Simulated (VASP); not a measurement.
# Si (Fd-3m) in VASP: further runs

Si is run at these levels: PBE; tasks: single point.

Everything below comes from runs of VASP 6.6.1. Logs are shortened: lines on timing, memory, paths and dates and some standing lists are left out, and cuts for length are marked.

**1. The cell of the first run**

The structure is cubic, space group Fd-3m (No. 227). Conventional cell: a = 5.320 Å, b = 5.320 Å, c = 5.320 Å, α = 90.00°, β = 90.00°, γ = 90.00°. Within 3.0 Å of Si (site symmetry -43m) lie 4 Si at 2.30 Å.

**2. Single point, PBE**

The input, INCAR:

```
PREC = Accurate
ENCUT = 500
EDIFF = 1E-6
ISMEAR = 0
SIGMA = 0.01
LREAL = False
LASPH = True
NELM = 120
ALGO = Normal
ISIF = 2
LWAVE = False
LCHARG = True
GGA = PE
LELF = True
LVHAR = True
NBANDS = 11
GGA_COMPAT = False
```

The input, KPOINTS:

```
regular mesh
0
Gamma
  3 3 3
```

The input, POSCAR:

```
Si
1.0
    0.0000000000      2.6600660800      2.6600660800
    2.6600660800      0.0000000000      2.6600660800
    2.6600660800      2.6600660800      0.0000000000
Si
2
Direct
    0.0000000000      0.0000000000      0.0000000000
    0.2500000000      0.2500000000      0.2500000000
```

Potentials or basis: VASP PAW PBE potentials, release 64 (Si).

The run is started by

```sh
cat potpaw_PBE.64/Si/POTCAR > POTCAR
mpirun -np 1 vasp_std > vasp.out
```

OUTCAR:

```text
PREC = Accurate
   ENCUT = 500
   EDIFF = 1E-6
   ISMEAR = 0
   LREAL = False
   LASPH = True
   NELM = 120
   ISIF = 2
   GGA = PE

 ion  position               nearest neighbor table
   1  0.000  0.000  0.000-   2 2.30   2 2.30   2 2.30   2 2.30
   2  0.250  0.250  0.250-   1 2.30   1 2.30   1 2.30   1 2.30

  LATTYP: Found a face centered cubic cell.
 ALAT       =     5.3201321600

  Lattice vectors:

 A1 = (   0.0000000000,   2.6600660800,   2.6600660800)
 A2 = (   2.6600660800,   0.0000000000,   2.6600660800)
 A3 = (   2.6600660800,   2.6600660800,   0.0000000000)

Analysis of symmetry for initial positions (statically):
=====================================================================
 Subroutine PRICEL returns:
 Original cell was already a primitive cell.

 Routine SETGRP: Setting up the symmetry group for a
 face centered cubic supercell.

 Subroutine GETGRP returns: Found 48 space group operations
 (whereof 24 operations were pure point group operations)
 out of a pool of 48 trial point group operations.

The static configuration has the point symmetry T_d .
 The point group associated with its full space group is O_h .

Analysis of symmetry for dynamics (positions and initial velocities):
=====================================================================
 Subroutine PRICEL returns:
 Original cell was already a primitive cell.

 Routine SETGRP: Setting up the symmetry group for a
 face centered cubic supercell.

 Subroutine GETGRP returns: Found 48 space group operations
 (whereof 24 operations were pure point group operations)
 out of a pool of 48 trial point group operations.

The dynamic configuration has the point symmetry T_d .
 The point group associated with its full space group is O_h .

 Subroutine INISYM returns: Found 48 space group operations
 (whereof 24 operations are pure point group operations),
 and found     1 'primitive' translations

----------------------------------------------------------------------------------------

                                     Primitive cell

  volume of cell :      37.6450

  direct lattice vectors                    reciprocal lattice vectors
     0.000000000  2.660066080  2.660066080    -0.187965255  0.187965255  0.187965255
     2.660066080  0.000000000  2.660066080     0.187965255 -0.187965255  0.187965255
     2.660066080  2.660066080  0.000000000     0.187965255  0.187965255 -0.187965255

  length of vectors
     3.761901527  3.761901527  3.761901527     0.325565372  0.325565372  0.325565372

  position of ions in fractional coordinates (direct lattice)
     0.000000000  0.000000000  0.000000000
     0.250000000  0.250000000  0.250000000

  ion indices of the primitive-cell ions
   primitive index   ion index
                 1           1
                 2           2

----------------------------------------------------------------------------------------

 KPOINTS: regular mesh

Automatic generation of k-mesh.
 Grid dimensions read from file:
 generate k-points for:    3    3    3

 Generating k-lattice:

  Cartesian coordinates                     Fractional coordinates (reciprocal lattice)
    -0.062655085  0.062655085  0.062655085     0.333333333  0.000000000  0.000000000
     0.062655085 -0.062655085  0.062655085     0.000000000  0.333333333  0.000000000
     0.062655085  0.062655085 -0.062655085     0.000000000  0.000000000  0.333333333

  Length of vectors
     0.108521791  0.108521791  0.108521791

  Shift w.r.t. Gamma in fractional coordinates (k-lattice)
     0.000000000  0.000000000  0.000000000

 Subroutine IBZKPT returns following result:
 ===========================================

 Found      4 irreducible k-points:

 Following reciprocal coordinates:
            Coordinates               Weight
  0.000000  0.000000  0.000000      1.000000
  0.333333  0.000000  0.000000      8.000000
  0.333333  0.333333  0.000000      6.000000
 -0.333333  0.333333  0.000000     12.000000
   k-points           NKPTS =      4   k-points in BZ     NKDIM =      4   number of bands    NBANDS=     11
   number of dos      NEDOS =    301   number of ions     NIONS =      2
   total plane-waves  NPLWV =  21952
   dimension x,y,z NGX =    28 NGY =   28 NGZ =   28
   dimension x,y,z NGXF=    56 NGYF=   56 NGZF=   56
   ions per type =               2
   NGX,Y,Z   is equivalent  to a cutoff of  12.37, 12.37, 12.37 a.u.
   NGXF,Y,Z  is equivalent  to a cutoff of  24.75, 24.75, 24.75 a.u.
 SYSTEM =  unknown system
   PREC   = accura    normal or accurate (medium, high low for compatibility)
   ISTART =      0    job   : 0-new  1-cont  2-samecut
   ICHARG =      2    charge: 1-file 2-atom 10-const
   ISPIN  =      1    spin polarized calculation?
   LNONCOLLINEAR =      F non collinear calculations
   LSORBIT =      F    spin-orbit coupling
   LASPH  =      T    aspherical Exc in radial PAW
   ENCUT  =  500.0 eV  36.75 Ry    6.06 a.u.   6.86  6.86  6.86*2*pi/ulx,y,z
   NELM   =    120;   NELMIN=  2; NELMDL= -5     # of ELM steps
   EDIFF  = 0.1E-05   stopping-criterion for ELM
   LREAL  =      F    real-space projection
   EDIFFG = 0.1E-04   stopping-criterion for IOM
   NSW    =      0    number of steps for IOM
   IBRION =     -1    ionic relax: 0-MD 1-quasi-New 2-CG
   NFREE  =      0    steps in history (QN), initial steepest desc. (CG)
   ISIF   =      2    stress and relaxation
   ISYM   =      2    0-nonsym 1-usesym 2-fastsym
   POTIM  = 0.5000    time-step for ionic-motion
   TEBEG  =    0.0;   TEEND  =   0.0 temperature during run
   PSTRESS=    0.0 pullay stress
   NELECT =       8.0000    total number of electrons
   NUPDOWN=      -1.0000    fix difference up-down
   EMIN   =  10.00;   EMAX   =-10.00  energy-range for DOS
   EFERMI =   0.00;   METHOD = LEGACY
   ISMEAR =     0;   SIGMA  =   0.01  broadening in eV -4-tet -1-fermi 0-gaus
   EFERMI_NEDOS =   21; number of points for ismear=-14 and -15
   IALGO  =     38    algorithm
   IMIX   =      4    mixing-type and parameters
     AMIX     =   0.40;   BMIX     =  1.00
     AMIX_MAG =   1.60;   BMIX_MAG =  1.00
  volume/ion in A,a.u.               =      18.82       127.02
  Fermi-wavevector in a.u.,A,eV,Ry     =   0.976943  1.846154 12.985631  0.954417
  Thomas-Fermi vector in A             =   2.107601
   LORBIT       =      0    0 simple, 1 ext, 2 COOP (PROOUT), +10 PAW based schemes
   GGA     = PE    functional components
   LHFCALC =     F    Hartree Fock is set to
   AEXX    =    0.0000 exact exchange contribution
   IVDW    =     0    specifies the selected vdW correction
   LEPSILON=     F    determine dielectric tensor
   LRPA    =     F    only Hartree local field effects (RPA)
 non-spin polarized calculation
 Gauss-broadening in eV      SIGMA  =   0.01
  energy-cutoff  :      500.00
  volume of cell :       37.64
 maximum number of plane-waves:       962
   NGX = 13   NGY = 13   NGZ = 13

 number of electron       8.0000000 magnetization

 Free energy of the ion-electron system (eV)
  ---------------------------------------------------
  ext. energy  EPLUGINS =         0.00000000
  ---------------------------------------------------
  free energy    TOTEN  =       -10.11583066 eV

  energy without entropy =      -10.11583066  energy(sigma->0) =      -10.11583066

 E-fermi :   6.6642     XC(G=0):  -9.5870

 val. band max:        6.5806035815   @ k =   0.0000   0.0000   0.0000
 cond. band min:       7.1700574432   @ k =   0.3333   0.3333   0.0000
 fundamental gap:      0.5894538617
 Fermi energy:         6.6642057408

 k-point     1 :       0.0000    0.0000    0.0000
  band No.  band energies     occupation
      1      -5.8372      2.00000
      2       6.5806      2.00000
      3       6.5806      2.00000
      4       6.5806      2.00000
      5       9.1205      0.00000
      6       9.1205      0.00000
      7       9.1205      0.00000
      8      10.6891      0.00000
      9      14.2708      0.00000
     10      14.2708      0.00000
     11      14.7848      0.00000

 k-point     2 :       0.3333    0.0000    0.0000
  band No.  band energies     occupation
      1      -4.3762      2.00000
      2       1.0338      2.00000
      3       5.5223      2.00000
      4       5.5223      2.00000
      5       8.5419      0.00000
      6      10.0428      0.00000
      7      10.0428      0.00000
      8      14.6058      0.00000
      9      14.6058      0.00000
     10      14.6299      0.00000
     11      16.1932      0.00000

 k-point     3 :       0.3333    0.3333    0.0000
  band No.  band energies     occupation
      1      -3.8250      2.00000
      2       1.5091      2.00000
      3       3.9967      2.00000
      4       3.9967      2.00000
      5       7.1701      0.00000
      6       8.4183      0.00000
      7      14.0944      0.00000
      8      14.0944      0.00000
      9      16.5116      0.00000
     10      17.1771      0.00000
     11      20.2139      0.00000

 k-point     4 :      -0.3333    0.3333    0.0000
  band No.  band energies     occupation
      1      -2.3573      2.00000
      2      -0.3672      2.00000
      3       1.8315      2.00000
      4       4.3285      2.00000
      5       8.0333      0.00000
      6      12.4115      0.00000
      7      13.2260      0.00000
      8      13.9737      0.00000
      9      14.2371      0.00000
     10      14.4297      0.00000
     11      21.3054      0.00000

------------------------ aborting loop because EDIFF is reached ----------------------------------------

  FORCE on cell =-STRESS in cart. coord.  units (eV):
  Direction    XX          YY          ZZ          XY          YZ          ZX
  --------------------------------------------------------------------------------------
  -------------------------------------------------------------------------------------
  Total        2.6467816      2.6467816      2.6467816     -0.0000000      0.0000000      0.0000000
  in kB      112.6474641    112.6474641    112.6474641     -0.0000000      0.0000000      0.0000000
  external PRESSURE =     112.6474641 kB  Pullay stress =       0.0000000 kB

 VOLUME and BASIS-vectors are now :
 -----------------------------------------------------------------------------
  energy-cutoff  :      500.00
  volume of cell :       37.64
      direct lattice vectors                 reciprocal lattice vectors
     0.000000000  2.660066080  2.660066080    -0.187965255  0.187965255  0.187965255
     2.660066080  0.000000000  2.660066080     0.187965255 -0.187965255  0.187965255
     2.660066080  2.660066080  0.000000000     0.187965255  0.187965255 -0.187965255

 POSITION                                       TOTAL-FORCE (eV/Angst)
 -----------------------------------------------------------------------------------
      0.00000      0.00000      0.00000        -0.000000     -0.000000     -0.000000
      1.33003      1.33003      1.33003         0.000000      0.000000      0.000000
 -----------------------------------------------------------------------------------
    total drift:                                0.000000      0.000000     -0.000000

  FREE ENERGIE OF THE ION-ELECTRON SYSTEM (eV)
  ---------------------------------------------------
  free  energy   TOTEN  =       -10.1158306619 eV

  energy  without entropy=      -10.1158306619  energy(sigma->0) =      -10.11583066
```

Run time: 8.9 s. Hardware: 1 thread of Intel Xeon 8259CL, shared host; peak memory 0.14 GiB.

What came out:

```
Free energy            : -10.1158 eV
Pressure               : 11.3 GPa
Band gap on the k mesh : 0.59 eV, indirect (least direct gap 2.54 eV)
```

Levels at points of the mesh, in eV from the valence-band top:
```csv
k point,band 2,band 3,band 4,band 5,band 6,band 7
"(0.00, 0.00, 0.00)",0.00,0.00,0.00,2.54,2.54,2.54
```

Caveat: the k points lie up to 0.68 Å⁻¹ apart. A hybrid or GW would open this gap; PBE tends to underestimate it.

**3. Single point, PBE**

This run uses another cell than the first one, of 21.23 Å³/atom, 1.128 times its volume.

INCAR is that of step 2.

KPOINTS is that of step 2.

The input, POSCAR:

```
Si
1.0
    0.0000000000      2.7687586200      2.7687586200
    2.7687586200      0.0000000000      2.7687586200
    2.7687586200      2.7687586200      0.0000000000
Si
2
Direct
    0.0000000000      0.0000000000      0.0000000000
    0.2500000000      0.2500000000      0.2500000000
```

Potentials or basis: VASP PAW PBE potentials, release 64 (Si).

The run is started by

```sh
cat potpaw_PBE.64/Si/POTCAR > POTCAR
mpirun -np 1 vasp_std > vasp.out
```

OUTCAR:

```text
PREC = Accurate
   ENCUT = 500
   EDIFF = 1E-6
   ISMEAR = 0
   LREAL = False
   LASPH = True
   NELM = 120
   ISIF = 2
   GGA = PE

 ion  position               nearest neighbor table
   1  0.000  0.000  0.000-   2 2.40   2 2.40   2 2.40   2 2.40
   2  0.250  0.250  0.250-   1 2.40   1 2.40   1 2.40   1 2.40

  LATTYP: Found a face centered cubic cell.
 ALAT       =     5.5375172400

  Lattice vectors:

 A1 = (   0.0000000000,   2.7687586200,   2.7687586200)
 A2 = (   2.7687586200,   0.0000000000,   2.7687586200)
 A3 = (   2.7687586200,   2.7687586200,   0.0000000000)

Analysis of symmetry for initial positions (statically):
=====================================================================
 Subroutine PRICEL returns:
 Original cell was already a primitive cell.

 Routine SETGRP: Setting up the symmetry group for a
 face centered cubic supercell.

 Subroutine GETGRP returns: Found 48 space group operations
 (whereof 24 operations were pure point group operations)
 out of a pool of 48 trial point group operations.

The static configuration has the point symmetry T_d .
 The point group associated with its full space group is O_h .

Analysis of symmetry for dynamics (positions and initial velocities):
=====================================================================
 Subroutine PRICEL returns:
 Original cell was already a primitive cell.

 Routine SETGRP: Setting up the symmetry group for a
 face centered cubic supercell.

 Subroutine GETGRP returns: Found 48 space group operations
 (whereof 24 operations were pure point group operations)
 out of a pool of 48 trial point group operations.

The dynamic configuration has the point symmetry T_d .
 The point group associated with its full space group is O_h .

 Subroutine INISYM returns: Found 48 space group operations
 (whereof 24 operations are pure point group operations),
 and found     1 'primitive' translations

----------------------------------------------------------------------------------------

[... 98 lines left out ...]
   AEXX    =    0.0000 exact exchange contribution
   IVDW    =     0    specifies the selected vdW correction
   LEPSILON=     F    determine dielectric tensor
   LRPA    =     F    only Hartree local field effects (RPA)
 non-spin polarized calculation
 Gauss-broadening in eV      SIGMA  =   0.01
  energy-cutoff  :      500.00
  volume of cell :       42.45
 maximum number of plane-waves:      1089
 NGX is ok and might be reduce to    30
   NGX = 15   NGY = 15   NGZ = 15

 number of electron       8.0000000 magnetization

 Free energy of the ion-electron system (eV)
  ---------------------------------------------------
  ext. energy  EPLUGINS =         0.00000000
  ---------------------------------------------------
  free energy    TOTEN  =       -10.24352782 eV

  energy without entropy =      -10.24352782  energy(sigma->0) =      -10.24352782

 E-fermi :   5.4547     XC(G=0):  -9.1130

 val. band max:        5.3552388868   @ k =   0.0000   0.0000   0.0000
 cond. band min:       6.1297232671   @ k =   0.3333   0.3333   0.0000
 fundamental gap:      0.7744843803
 Fermi energy:         5.4546825571

 k-point     1 :       0.0000    0.0000    0.0000
  band No.  band energies     occupation
      1      -6.2285      2.00000
      2       5.3552      2.00000
      3       5.3552      2.00000
      4       5.3552      2.00000
      5       7.8529      0.00000
      6       7.8529      0.00000
      7       7.8529      0.00000
      8       8.0774      0.00000
      9      12.9908      0.00000
     10      12.9908      0.00000
     11      13.0969      0.00000
[... 29 lines left out ...]
 k-point     4 :      -0.3333    0.3333    0.0000
  band No.  band energies     occupation
      1      -3.1422      2.00000
      2      -1.2767      2.00000
      3       1.1861      2.00000
      4       3.3390      2.00000
      5       6.9366      0.00000
      6      11.0671      0.00000
      7      11.5977      0.00000
      8      12.1278      0.00000
      9      12.3825      0.00000
     10      12.9447      0.00000
     11      19.3411      0.00000

------------------------ aborting loop because EDIFF is reached ----------------------------------------

  FORCE on cell =-STRESS in cart. coord.  units (eV):
  Direction    XX          YY          ZZ          XY          YZ          ZX
  --------------------------------------------------------------------------------------
  -------------------------------------------------------------------------------------
  Total       -0.3924810     -0.3924810     -0.3924810     -0.0000000      0.0000000     -0.0000000
  in kB      -14.8130310    -14.8130310    -14.8130310     -0.0000000      0.0000000     -0.0000000
  external PRESSURE =     -14.8130310 kB  Pullay stress =       0.0000000 kB

 VOLUME and BASIS-vectors are now :
 -----------------------------------------------------------------------------
  energy-cutoff  :      500.00
  volume of cell :       42.45
      direct lattice vectors                 reciprocal lattice vectors
     0.000000000  2.768758620  2.768758620    -0.180586345  0.180586345  0.180586345
     2.768758620  0.000000000  2.768758620     0.180586345 -0.180586345  0.180586345
     2.768758620  2.768758620  0.000000000     0.180586345  0.180586345 -0.180586345

 POSITION                                       TOTAL-FORCE (eV/Angst)
 -----------------------------------------------------------------------------------
      0.00000      0.00000      0.00000         0.000000     -0.000000     -0.000000
      1.38438      1.38438      1.38438        -0.000000      0.000000      0.000000
 -----------------------------------------------------------------------------------
    total drift:                               -0.000000     -0.000000     -0.000000

  FREE ENERGIE OF THE ION-ELECTRON SYSTEM (eV)
  ---------------------------------------------------
  free  energy   TOTEN  =       -10.2435278227 eV

  energy  without entropy=      -10.2435278227  energy(sigma->0) =      -10.24352782
```

stdout:

```text
POSCAR found type information on POSCAR Si
 POSCAR found :  1 types and       2 ions
 scaLAPACK will be used
 LDA part: xc-table for (Slater+PW92), standard interpolation
 POSCAR, INCAR and KPOINTS ok, starting setup
 FFT: planning ... GRIDC
 FFT: planning ... GRID_SOFT
 FFT: planning ... GRID
 WAVECAR not read
 entering main loop
```

It took 9.6 s on 1 thread of Intel Xeon 8259CL, shared host; peak memory 0.15 GiB.

Results:

```
Free energy            : -10.2435 eV
Pressure               : -1.5 GPa
Band gap on the k mesh : 0.77 eV, indirect (least direct gap 2.50 eV)
```

Levels at points of the mesh, in eV from the valence-band top:
| k point | band 2 | band 3 | band 4 | band 5 | band 6 | band 7 |
| --- | --- | --- | --- | --- | --- | --- |
| (0.00, 0.00, 0.00) | 0.00 | 0.00 | 0.00 | 2.50 | 2.50 | 2.50 |

Caveat: the k points lie up to 0.66 Å⁻¹ apart.

**4. Single point, PBE**

This run uses another cell than the first one, of 21.23 Å³/atom, 1.128 times its volume.

The input, INCAR:

```
SYSTEM = Si
PREC = Accurate
ENCUT = 500
EDIFF = 1E-6
ISMEAR = 0
SIGMA = 0.01
LREAL = .False.
LASPH = .True.
NELM = 120
ALGO = Normal
ISIF = 2
LWAVE = .False.
LCHARG = .False.
GGA = PE
NBANDS = 11
GGA_COMPAT = .False.
```

The input, KPOINTS:

```
regular mesh
0
Gamma
  3 3 3
  0 0 0
```

POSCAR is that of step 3.

The run is started by

```sh
cat potpaw_PBE.64/Si/POTCAR > POTCAR
mpirun -np 1 vasp_std > vasp.out
```

It took 7.3 s on 1 thread of Intel Xeon 8259CL, shared host; peak memory 0.15 GiB.

It converged, with:

- Free energy: -10.2435 eV
- Pressure: -1.5 GPa
- Band gap on the k mesh: 0.77 eV, indirect (least direct gap 2.50 eV)

Levels at points of the mesh, in eV from the valence-band top:
```
           k point  band 1  band 2  band 3  band 4  band 5  band 6  band 7  band 8  band 9
(0.00, 0.00, 0.00)  -11.58    0.00    0.00    0.00    2.50    2.50    2.50    2.72    7.64
```

Caveat: the k points lie up to 0.66 Å⁻¹ apart. A k mesh can miss the band edges.

(Continued in part 2 of 2.)
